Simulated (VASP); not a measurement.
Input of a VASP 6.6.1 run:

File POSCAR:

```
K
1.0
    4.3112069062      0.0000000000      0.0000000000
    0.0000000000      4.3112069062      0.0000000000
    0.0000000000      0.0000000000      4.3112069062
K
1
Direct
    0.0000000000      0.0000000000      0.0000000000
```

Contents of INCAR.step1:

```
ALGO = Normal ; EDIFF = 1E-4
ENCUT = 520 ; GGA = PE
ISMEAR = 0 ; LASPH = True
LCHARG = False ; LREAL = False
LWAVE = True ; NBANDS = 10
NELM = 60 ; PREC = Accurate
SIGMA = 0.1
```

The input INCAR.step2:

```
ALGO = Normal ; EDIFF = 1E-7
ENCUT = 520 ; ISIF = 2
ISMEAR = 0 ; ISTART = 1
LASPH = True ; LCHARG = False
LMIXTAU = True ; LREAL = False
LWAVE = False ; METAGGA = R2SCAN
NBANDS = 10 ; NELM = 60
PREC = Accurate ; SIGMA = 0.1
```

Contents of KPOINTS:

```
k-points
0
Gamma
  14 14 14
```

Potentials or basis: VASP PAW PBE potentials, release 64 (K_sv).

Launch:

```console
$ cat potpaw_PBE.64/K_sv/POTCAR > POTCAR
$ cp INCAR.step1 INCAR
$ mpirun -np 1 vasp_std > vasp.out
$ cp INCAR.step2 INCAR
$ mpirun -np 1 vasp_std > vasp.out
```

Question: Estimate the pressure.

Answer: 0.0 GPa.

Caveat: the PAW data sets were made with another functional, which shifts forces and pressure a little.
